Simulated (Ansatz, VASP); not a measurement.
## AlP in VASP and in Ansatz

```
Al P
1.0
     0.00000    2.73648    2.73648
     2.73648    0.00000    2.73648
     2.73648    2.73648    0.00000
Al P
1 1
Direct
  0.00000 0.00000 0.00000
  0.25000 0.25000 0.25000
```

Alike in both runs: task single point; functional PBE; dispersion D3(BJ); k mesh 6 × 6 × 6; occupations gaussian, width 0.1 eV; no spin polarisation.

```csv
,VASP,Ansatz
version,VASP 6.6.1,Ansatz 0.2.0
potentials or method,"VASP PAW PBE potentials, release 64 (Al, P), cutoff 500 eV","scalar-relativistic, plane waves, PAW"
valence electrons in the cell,8,8
```

```csv
,VASP,Ansatz,Ansatz less VASP
gap on the k mesh at the Fermi level (eV),1.59,1.59,+0.002
least direct gap on the mesh (eV),3.24,3.25,+0.003
pressure (GPa),-1.0,-1.0,+0.08
```
